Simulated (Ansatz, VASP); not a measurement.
**One calculation of Be2Al, two programs**

Contents of INCAR:

```
SYSTEM = Be2Al
  PREC = Accurate
  ENCUT = 520
  EDIFF = 1E-6
  ISMEAR = 0
  SIGMA = 0.1
  LREAL = .False.
  LASPH = .True.
  NELM = 80
  ALGO = Normal
  ISIF = 2
  LWAVE = .False.
  LCHARG = .True.
  LDIPOL = .True.
  IDIPOL = 3
  DIPOL = 0.5 0.5 0.500
  GGA = PE
  LELF = .True.
  LVHAR = .True.
  LVACPOTAV = .True.
  NBANDS = 10
```

File KPOINTS:

```
regular mesh
0
Gamma
  6 6 1
  0 0 0
```

The input POSCAR:

```
Be2Al
1.0
    2.6950750000      0.0000000000      0.0000000000
    0.0000000000      2.6950750000      0.0000000000
    0.0000000000      0.0000000000     16.0000000000
Be Al
2 1
Direct
    0.0000000000      0.0000000000      0.5481079000
    0.0000000000      0.0000000000      0.4518921000
    0.5000000000      0.5000000000      0.5000000000
```

Input for Ansatz:

```yaml
crystal:
  lattice:
    - [2.695075, 0.0, 0.0]
    - [0.0, 2.695075, 0.0]
    - [0.0, 0.0, 16.0]
  atoms:
    - { symbol: Be, position: [0.0, 0.0, 0.5481079] }
    - { symbol: Be, position: [0.0, 0.0, 0.4518921] }
    - { symbol: Al, position: [0.5, 0.5, 0.5] }
  periodic: [true, true, false]
basis:
  ecutwfc: 420
kpoints:
  mp_grid: { grid: [6, 6, 1] }
hamiltonian:
  xc: pbe
scf:
  occupations: { method: gaussian, width: 0.1 }
  lower_state_search: "off"
output:
  forces: true
  stress: true
  eigenvalues: true
```

Alike in both runs: task single point; functional PBE; k mesh 6 × 6 × 1; occupations gaussian, width 0.1 eV; no spin polarisation.

```csv
,VASP,Ansatz
version,VASP 6.6.1,Ansatz 0.2.0
potentials or method,"VASP PAW PBE potentials, release 64 (Be, Al), cutoff 520 eV","scalar-relativistic, plane waves, PAW"
valence electrons in the cell,7,7
```

VASP gave:

| Property | Result |
| --- | --- |
| gap on the k mesh at the Fermi level (eV) | none |
| rms of the force components (eV/Å) | 4.920 |

Which values does Ansatz return?

gap on the k mesh at the Fermi level (eV): none; rms of the force components (eV/Å): 4.868.

Atom by atom the forces differ by 0.052 eV/Å (rms over components). A gap of «none» marks a metal or a gap that the smearing closes. Ansatz's warnings: slab cell height set.

The k mesh is coarse, so the values compare programs but aren't converged.
